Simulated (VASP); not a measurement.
# Li (P6_3/mmc) in VASP: further runs

Runs on Li. Level: PBEsol. Tasks: single point.

Everything below comes from runs of VASP 6.6.1. Logs are shortened: lines on timing, memory, paths and dates and some standing lists are left out, and cuts for length are marked.

### Step 1. The cell of the first run

The structure is hexagonal, space group P6_3/mmc (No. 194). Conventional cell: a = 3.097 Å, b = 3.097 Å, c = 5.052 Å, α = 90.00°, β = 90.00°, γ = 120.00°. Li (site symmetry -6m2) has 12 Li at 3.10 Å within 4.1 Å.

This isn't the form of Li at room conditions, which is bcc.

### Step 2. Single point, PBEsol (20.99 Å³/atom)

The input, INCAR:

```
SYSTEM = Li
PREC     = Accurate       ! precision mode
ENCUT    = 520            ! plane-wave cutoff, eV
EDIFF    = 1E-6           ! SCF threshold, eV
ISMEAR   = -1             ! smearing method
SIGMA    = 0.1            ! smearing width, eV
LREAL    = .False.        ! projectors in reciprocal space
LASPH    = .True.         ! aspherical terms in the spheres
NELM     = 100            ! most SCF steps
ALGO     = Normal         ! electronic algorithm
ISIF     = 2              ! what is computed and relaxed
LWAVE    = .False.        ! write WAVECAR
LCHARG   = .True.         ! write CHGCAR
GGA      = PS             ! functional
LELF     = .True.         ! ELF
LVHAR    = .True.       
NBANDS   = 10             ! bands
```

The input, KPOINTS:

```
regular mesh
0
Gamma
  13 13 7
  0 0 0
```

The input, POSCAR:

```
Li
1.0
    3.0973070993      0.0000000000      0.0000000000
   -1.5486535497      2.6823466314      0.0000000000
    0.0000000000      0.0000000000      5.0524620187
Li
2
Direct
    0.3333333333      0.6666666667      0.2500000000
    0.6666666667      0.3333333333      0.7500000000
```

Potentials or basis: VASP PAW PBE potentials, release 64 (Li_sv).

Run with:

```console
$ cat potpaw_PBE.64/Li_sv/POTCAR > POTCAR
$ mpirun -np 1 vasp_std > vasp.out
```

OUTCAR:

```text
SYSTEM = Li
   PREC = Accurate
   ENCUT = 520
   EDIFF = 1E-6
   ISMEAR = -1
   LREAL = .False.
   LASPH = .True.
   NELM = 100
   ISIF = 2
   GGA = PS

 ion  position               nearest neighbor table
   1  0.333  0.667  0.250-
   2  0.667  0.333  0.750-

  LATTYP: Found a hexagonal cell.
 ALAT       =     3.0973070993
 C/A-ratio  =     1.6312434824

  Lattice vectors:

 A1 = (   3.0973070993,   0.0000000000,   0.0000000000)
 A2 = (  -1.5486535497,   2.6823466314,   0.0000000000)
 A3 = (   0.0000000000,   0.0000000000,   5.0524620187)

Analysis of symmetry for initial positions (statically):
=====================================================================
 Subroutine PRICEL returns:
 Original cell was already a primitive cell.

 Routine SETGRP: Setting up the symmetry group for a
 hexagonal supercell.

 Subroutine GETGRP returns: Found 24 space group operations
 (whereof 12 operations were pure point group operations)
 out of a pool of 24 trial point group operations.

The static configuration has the point symmetry D_3d.
 The point group associated with its full space group is D_6h.

Analysis of symmetry for dynamics (positions and initial velocities):
=====================================================================
 Subroutine PRICEL returns:
 Original cell was already a primitive cell.

 Routine SETGRP: Setting up the symmetry group for a
 hexagonal supercell.

 Subroutine GETGRP returns: Found 24 space group operations
 (whereof 12 operations were pure point group operations)
 out of a pool of 24 trial point group operations.

The dynamic configuration has the point symmetry D_3d.
 The point group associated with its full space group is D_6h.

 Subroutine INISYM returns: Found 24 space group operations
 (whereof 12 operations are pure point group operations),
 and found     1 'primitive' translations

----------------------------------------------------------------------------------------

                                     Primitive cell

  volume of cell :      41.9761

  direct lattice vectors                    reciprocal lattice vectors
     3.097307099  0.000000000  0.000000000     0.322861107  0.186403947  0.000000000
    -1.548653550  2.682346631  0.000000000     0.000000000  0.372807895  0.000000000
     0.000000000  0.000000000  5.052462019     0.000000000  0.000000000  0.197923309

  length of vectors
     3.097307099  3.097307099  5.052462019     0.372807895  0.372807895  0.197923309

  position of ions in fractional coordinates (direct lattice)
     0.333333333  0.666666667  0.250000000
     0.666666667  0.333333333  0.750000000

  ion indices of the primitive-cell ions
   primitive index   ion index
                 1           1
                 2           2

----------------------------------------------------------------------------------------

 KPOINTS: regular mesh

Automatic generation of k-mesh.
 Grid dimensions read from file:
 generate k-points for:   13   13    7

 Generating k-lattice:

  Cartesian coordinates                     Fractional coordinates (reciprocal lattice)
     0.024835470  0.014338765  0.000000000     0.076923077  0.000000000  0.000000000
     0.000000000  0.028677530  0.000000000     0.000000000  0.076923077  0.000000000
     0.000000000  0.000000000  0.028274758     0.000000000  0.000000000  0.142857143

  Length of vectors
     0.028677530  0.028677530  0.028274758

  Shift w.r.t. Gamma in fractional coordinates (k-lattice)
     0.000000000  0.000000000  0.000000000

 Subroutine IBZKPT returns following result:
 ===========================================

 Found     84 irreducible k-points:

 Following reciprocal coordinates:
            Coordinates               Weight
  0.000000  0.000000  0.000000      1.000000
  0.076923 -0.000000  0.000000      6.000000
  0.153846  0.000000  0.000000      6.000000
  0.230769  0.000000  0.000000      6.000000
  0.307692  0.000000  0.000000      6.000000
  0.384615 -0.000000  0.000000      6.000000
[... 16 lines left out ...]
  0.076923 -0.000000  0.142857     12.000000
  0.153846  0.000000  0.142857     12.000000
 [... further k-points ...]
   k-points           NKPTS =     84   k-points in BZ     NKDIM =     84   number of bands    NBANDS=     10
   number of dos      NEDOS =    301   number of ions     NIONS =      2
   total plane-waves  NPLWV =  23040
   dimension x,y,z NGX =    24 NGY =   24 NGZ =   40
   dimension x,y,z NGXF=    48 NGYF=   48 NGZF=   80
   ions per type =               2
   NGX,Y,Z   is equivalent  to a cutoff of  12.88, 12.88, 13.16 a.u.
   NGXF,Y,Z  is equivalent  to a cutoff of  25.76, 25.76, 26.32 a.u.
 SYSTEM =  Li
   PREC   = accura    normal or accurate (medium, high low for compatibility)
   ISTART =      0    job   : 0-new  1-cont  2-samecut
   ICHARG =      2    charge: 1-file 2-atom 10-const
   ISPIN  =      1    spin polarized calculation?
   LNONCOLLINEAR =      F non collinear calculations
   LSORBIT =      F    spin-orbit coupling
   LASPH  =      T    aspherical Exc in radial PAW
   ENCUT  =  520.0 eV  38.22 Ry    6.18 a.u.   5.76  5.76  9.39*2*pi/ulx,y,z
   NELM   =    100;   NELMIN=  2; NELMDL= -5     # of ELM steps
   EDIFF  = 0.1E-05   stopping-criterion for ELM
   LREAL  =      F    real-space projection
   EDIFFG = 0.1E-04   stopping-criterion for IOM
   NSW    =      0    number of steps for IOM
   IBRION =     -1    ionic relax: 0-MD 1-quasi-New 2-CG
   NFREE  =      0    steps in history (QN), initial steepest desc. (CG)
   ISIF   =      2    stress and relaxation
   ISYM   =      2    0-nonsym 1-usesym 2-fastsym
   POTIM  = 0.5000    time-step for ionic-motion
   TEBEG  =    0.0;   TEEND  =   0.0 temperature during run
   PSTRESS=    0.0 pullay stress
   NELECT =       6.0000    total number of electrons
   NUPDOWN=      -1.0000    fix difference up-down
   EMIN   =  10.00;   EMAX   =-10.00  energy-range for DOS
   EFERMI =   0.00;   METHOD = LEGACY
   ISMEAR =    -1;   SIGMA  =   0.10  broadening in eV -4-tet -1-fermi 0-gaus
   EFERMI_NEDOS =   21; number of points for ismear=-14 and -15
   IALGO  =     38    algorithm
   IMIX   =      4    mixing-type and parameters
     AMIX     =   0.40;   BMIX     =  1.00
     AMIX_MAG =   1.60;   BMIX_MAG =  1.00
  volume/ion in A,a.u.               =      20.99       141.63
  Fermi-wavevector in a.u.,A,eV,Ry     =   0.855969  1.617546  9.968747  0.732682
  Thomas-Fermi vector in A             =   1.972799
   LORBIT       =      0    0 simple, 1 ext, 2 COOP (PROOUT), +10 PAW based schemes
   GGA     = PS    functional components
   LHFCALC =     F    Hartree Fock is set to
   AEXX    =    0.0000 exact exchange contribution
   IVDW    =     0    specifies the selected vdW correction
   LEPSILON=     F    determine dielectric tensor
   LRPA    =     F    only Hartree local field effects (RPA)
 non-spin polarized calculation
  energy-cutoff  :      520.00
  volume of cell :       41.98
 maximum number of plane-waves:      1150
 NGX is ok and might be reduce to    24
   NGX = 11   NGY = 11   NGZ = 19

 number of electron       5.9999992 magnetization

 Free energy of the ion-electron system (eV)
  ---------------------------------------------------
  ext. energy  EPLUGINS =         0.00000000
  ---------------------------------------------------
  free energy    TOTEN  =        -3.94712310 eV

  energy without entropy =       -3.91266274  energy(sigma->0) =       -3.92989292

 E-fermi :   0.5250     XC(G=0):  -6.9332

 val. band max:        0.4998743550   @ k =   0.1538   0.0000   0.1429
 cond. band min:       0.5252030859   @ k =   0.4615   0.0000   0.2857
 fundamental gap:      0.0253287308
 Fermi energy:         0.5250059342

 k-point     1 :       0.0000    0.0000    0.0000
  band No.  band energies     occupation
      1     -45.4407      2.00000
      2     -45.4241      2.00000
      3      -2.9779      2.00000
      4       0.5348      0.95121
      5       3.3619      0.00000
      6      12.6930      0.00000
      7      12.6930      0.00000
      8      14.0639      0.00000
      9      14.0639      0.00000
     10      14.6959      0.00000

 k-point     2 :       0.0769   -0.0000    0.0000
  band No.  band energies     occupation
      1     -45.4399      2.00000
      2     -45.4238      2.00000
      3      -2.8852      2.00000
      4       0.6560      0.42490
      5       3.3986      0.00000
      6      11.7104      0.00000
      7      12.0326      0.00000
      8      14.0385      0.00000
      9      14.4578      0.00000
     10      14.5873      0.00000

 k-point     3 :       0.1538    0.0000    0.0000
  band No.  band energies     occupation
      1     -45.4377      2.00000
      2     -45.4227      2.00000
      3      -2.6069      2.00000
      4       1.0194      0.01415
      5       3.4993      0.00000
      6       9.8536      0.00000
      7      11.0416      0.00000
      8      13.8845      0.00000
      9      13.9506      0.00000
     10      14.4835      0.00000

 k-point     4 :       0.2308    0.0000    0.0000
  band No.  band energies     occupation
      1     -45.4343      2.00000
      2     -45.4213      2.00000
      3      -2.1428      2.00000
      4       1.6236      0.00003
      5       3.6059      0.00000
      6       8.0313      0.00000
      7      10.1686      0.00000
      8      12.3136      0.00000
      9      12.4526      0.00000
     10      14.0023      0.00000
[... 222 lines left out ...]
 k-point    22 :       0.0000    0.0000    0.1429
  band No.  band energies     occupation
      1     -45.4399      2.00000
      2     -45.4250      2.00000
      3      -2.8878      2.00000
      4       0.0627      1.98054
      5       4.0473      0.00000
      6      12.7800      0.00000
      7      12.7801      0.00000
      8      13.5955      0.00000
      9      14.0640      0.00000
     10      14.0640      0.00000

 k-point    23 :       0.0769   -0.0000    0.1429
  band No.  band energies     occupation
      1     -45.4392      2.00000
      2     -45.4246      2.00000
      3      -2.7951      2.00000
      4       0.1728      1.94264
      5       4.0947      0.00000
      6      11.7926      0.00000
      7      12.1309      0.00000
      8      13.4851      0.00000
      9      14.1827      0.00000
     10      14.3449      0.00000

 k-point    24 :       0.1538    0.0000    0.1429
  band No.  band energies     occupation
      1     -45.4369      2.00000
      2     -45.4235      2.00000
      3      -2.5163      2.00000
      4       0.4999      1.12500
      5       4.2281      0.00000
      6       9.9345      0.00000
      7      11.1477      0.00000
      8      13.2458      0.00000
      9      13.4355      0.00000
     10      14.1540      0.00000

 [... further k-points ...]
[... 5 lines left out ...]
  --------------------------------------------------------------------------------------
  -------------------------------------------------------------------------------------
  Total       -0.1584041     -0.1584041     -0.1074005      0.0000000      0.0000000      0.0000000
  in kB       -6.0460926     -6.0460926     -4.0993469      0.0000000      0.0000000      0.0000000
  external PRESSURE =      -5.3971773 kB  Pullay stress =       0.0000000 kB

 VOLUME and BASIS-vectors are now :
 -----------------------------------------------------------------------------
  energy-cutoff  :      520.00
  volume of cell :       41.98
      direct lattice vectors                 reciprocal lattice vectors
     3.097307099  0.000000000  0.000000000     0.322861107  0.186403947  0.000000000
    -1.548653550  2.682346631  0.000000000     0.000000000  0.372807895  0.000000000
     0.000000000  0.000000000  5.052462019     0.000000000  0.000000000  0.197923309

 POSITION                                       TOTAL-FORCE (eV/Angst)
 -----------------------------------------------------------------------------------
     -0.00000      1.78823      1.26312         0.000000     -0.000000      0.000000
      1.54865      0.89412      3.78935        -0.000000      0.000000      0.000000
 -----------------------------------------------------------------------------------
    total drift:                               -0.000000      0.000000      0.000000

  FREE ENERGIE OF THE ION-ELECTRON SYSTEM (eV)
  ---------------------------------------------------
  free  energy   TOTEN  =        -3.9471230958 eV

  energy  without entropy=       -3.9126627409  energy(sigma->0) =       -3.92989292
```

Run time: 35 s. Hardware: 1 thread of Intel Xeon 8259CL, shared host; peak memory 0.16 GiB.

Results:

```
Free energy            : -3.9471 eV
Band gap on the k mesh : zero (bands 3 and 4 overlap by 3.67 eV)
```

Caveat: the cutoff is under 1.25 times the usual one of these potentials, so pressure, stress and relaxed cells hold a basis-set (Pulay) error; the PAW data sets were made with another functional, which shifts forces and pressure a little.

### Step 3. Single point, PBEsol (21.80 Å³/atom)

This run uses another cell than the first one, of 21.80 Å³/atom.

Changes to INCAR since step 2:

```diff
@@ -8,3 +8,3 @@
 LASPH    = .True.         ! aspherical terms in the spheres
-NELM     = 100            ! most SCF steps
+NELM     = 60             ! most SCF steps
 ALGO     = Normal         ! electronic algorithm
@@ -12,6 +12,4 @@
 LWAVE    = .False.        ! write WAVECAR
-LCHARG   = .True.         ! write CHGCAR
+LCHARG   = .False.        ! write CHGCAR
 GGA      = PS             ! functional
-LELF     = .True.         ! ELF
-LVHAR    = .True.       
 NBANDS   = 10             ! bands
```

The input, KPOINTS:

```
Automatic mesh
0
Gamma
  13 13 7
  0 0 0
```

The input, POSCAR:

```
Li
1.0
    3.1365176809      0.0000000000      0.0000000000
   -1.5682588404      2.7163039910      0.0000000000
    0.0000000000      0.0000000000      5.1164240243
Li
2
Direct
    0.3333333333      0.6666666667      0.2500000000
    0.6666666667      0.3333333333      0.7500000000
```

Potentials or basis: VASP PAW PBE potentials, release 64 (Li_sv).

Run with:

```console
$ cat potpaw_PBE.64/Li_sv/POTCAR > POTCAR
$ mpirun -np 1 vasp_std > vasp.out
```

It took 24 s on 1 thread of Intel Xeon 8259CL, shared host; peak memory 0.16 GiB.

The run converged. Its results:

- Free energy: -3.9408 eV
- Band gap on the k mesh: zero (bands 3 and 4 overlap by 3.61 eV)

Levels at points of the mesh, in eV from the Fermi level:
| k point | band 1 | band 2 | band 3 | band 4 | band 5 | band 6 | band 7 | band 8 |
| --- | --- | --- | --- | --- | --- | --- | --- | --- |
| (0.00, 0.00, 0.00) | -46.03 | -46.02 | -3.45 | 0.02 | 2.72 | 11.85 | 11.85 | 13.19 |

Caveat: the cutoff is under 1.25 times the usual one of these potentials, so pressure, stress and relaxed cells hold a basis-set (Pulay) error; the PAW data sets were made with another functional, which shifts forces and pressure a little.
